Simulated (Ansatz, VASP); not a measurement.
**Two plane-wave programs on BiPt3**

The input INCAR:

```
ALGO = Fast ; EDIFF = 1E-6
ENCUT = 520 ; GGA = PE
ISIF = 2 ; ISMEAR = -1
LASPH = T ; LCHARG = T
LELF = T ; LREAL = F
LVHAR = T ; LWAVE = F
NBANDS = 30 ; NELM = 80
PREC = Accurate ; SIGMA = 0.05
```

Contents of KPOINTS:

```
k-points
0
Gamma
  7 7 7
```

POSCAR

```
BiPt3
1.0
    4.2415867783      0.0000000000      0.0000000000
    0.0000000000      4.2415867783      0.0000000000
    0.0000000000      0.0000000000      4.2415867783
Bi Pt
1 3
Direct
    0.0000000000      0.0000000000      0.0000000000
    0.5000000000      0.5000000000      0.0000000000
    0.5000000000      0.0000000000      0.5000000000
    0.0000000000      0.5000000000      0.5000000000
```

input.yaml

```yaml
crystal:
  lattice:
    - [4.2415867783, 0.0, 0.0]
    - [0.0, 4.2415867783, 0.0]
    - [0.0, 0.0, 4.2415867783]
  atoms:
    - { symbol: Bi, position: [0.0, 0.0, 0.0] }
    - { symbol: Pt, position: [0.5, 0.5, 0.0] }
    - { symbol: Pt, position: [0.5, 0.0, 0.5] }
    - { symbol: Pt, position: [0.0, 0.5, 0.5] }
hamiltonian:
  xc: pbe
  pseudopotentials: { kind: paw }
kpoints:
  mp_grid: { grid: [7, 7, 7] }
scf:
  occupations: { method: fermi_dirac, width: 0.05 }
output:
  forces: true
  stress: true
  eigenvalues: true
```

Alike in both runs: task single point; functional PBE; k mesh 7 × 7 × 7; occupations fermi-dirac, width 0.05 eV; no spin polarisation.

```csv
,VASP,Ansatz
version,VASP 6.6.1,Ansatz 0.2.0
potentials or method,"VASP PAW PBE potentials, release 64 (Bi_d, Pt)",Ansatz PAW
plane-wave cutoff (eV),520,420
valence electrons in the cell,45,69
```

VASP gave:

| Quantity | Value |
| --- | --- |
| gap on the k mesh at the Fermi level (eV) | none |
| pressure (GPa) | -6.8 |

Which values does Ansatz return?

gap on the k mesh at the Fermi level (eV): none; pressure (GPa): -6.7.

A gap of «none» marks a metal or a gap that the smearing closes. With one functional, cell and mesh, what is left measures potentials, basis and numerics. VASP's potentials hold 45 valence electrons a cell and Ansatz's 69, so a difference there can come from the potentials and not from the codes.

Neither program's run includes spin-orbit coupling.
